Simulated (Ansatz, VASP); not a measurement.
## One calculation of LaHg, two programs

```
La Hg
1.0
     3.81125    0.00000    0.00000
     0.00000    3.81125    0.00000
     0.00000    0.00000    3.81125
La Hg
1 1
Direct
  0.50000 0.50000 0.50000
  0.00000 0.00000 0.00000
```

Change from the starting cell: volume scaled by 0.98.

Alike in both runs: task single point; functional LDA; k mesh 11 × 11 × 11; occupations fermi-dirac, width 0.08 eV; no spin polarisation.

|  | VASP | Ansatz |
| --- | --- | --- |
| version | VASP 6.6.1 | Ansatz 0.2.0 |
| potentials or method | VASP PAW LDA potentials, release 64 (La, Hg), cutoff 520 eV | all-electron LAPW, scalar-relativistic |

|  | VASP | Ansatz | Ansatz less VASP |
| --- | --- | --- | --- |
| pressure (GPa) | -0.5 | -0.7 | -0.17 |

LDA's correlation is that of Perdew and Zunger in VASP and of Perdew and Wang (1992) in Ansatz. Ansatz ran all-electron here, and VASP with PAW potentials.

Neither program's run includes spin-orbit coupling.
